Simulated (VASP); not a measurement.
Write the native input for VASP 6.6.1 that does the following.

```yaml
Task: single point
Functional: r2SCAN
Potentials_or_basis: VASP PAW PBE potentials, release 64 (Mo_sv)
Cutoff: 520 eV
k_mesh: 12 × 12 × 11
Occupations: fermi-dirac, width 0.1 eV
Spin: no spin polarisation
Dipole_correction: no
Further_INCAR_settings: ALGO = Normal; EDIFF = 1e-06; NBANDS = 13
```

Mo:

```xyz
1
Lattice="2.7715 0.0000 0.0000 -1.3858 2.4002 0.0000 0.0000 0.0000 2.5888" Properties=species:S:1:pos:R:3 pbc="T T T"
Mo    0.0000    0.0000    1.2944
```

These files were run (other wordings do the same):

POSCAR

```
Mo
1.0
    2.7715076807      0.0000000000      0.0000000000
   -1.3857538404      2.4001959040      0.0000000000
    0.0000000000      0.0000000000      2.5888056586
Mo
1
Direct
    0.0000000000      0.0000000000      0.5000000000
```

INCAR.step1

```
ALGO = Normal ; EDIFF = 1E-4
ENCUT = 520 ; GGA = PE
ISMEAR = -1 ; LASPH = T
LCHARG = F ; LREAL = F
LWAVE = T ; NBANDS = 13
NELM = 100 ; PREC = Accurate
SIGMA = 0.1
```

INCAR.step2

```
ALGO = Normal ; EDIFF = 1E-6
ENCUT = 520 ; ISIF = 2
ISMEAR = -1 ; ISTART = 1
LASPH = T ; LCHARG = F
LMIXTAU = T ; LREAL = F
LWAVE = F ; METAGGA = R2SCAN
NBANDS = 13 ; NELM = 100
PREC = Accurate ; SIGMA = 0.1
```

KPOINTS

```
k-points
0
Gamma
  12 12 11
```

Potentials or basis: VASP PAW PBE potentials, release 64 (Mo_sv).

Command:

```sh
$ cat potpaw_PBE.64/Mo_sv/POTCAR > POTCAR
$ cp INCAR.step1 INCAR
$ mpirun -np 1 vasp_std > vasp.out
$ cp INCAR.step2 INCAR
$ mpirun -np 1 vasp_std > vasp.out
```

It gave:

```
Pressure               : -7.0 GPa
Band gap on the k mesh : zero (band 7 reaches 11.85 eV, above the bottom of band 8 at 10.11 eV)
```

Caveat: the PAW data sets were made with another functional, which shifts forces and pressure a little.

It took 29 s on 1 thread of Intel(R) Xeon(R) 6975P-C (Granite Rapids), on a shared host, peak memory 0.15 GiB.
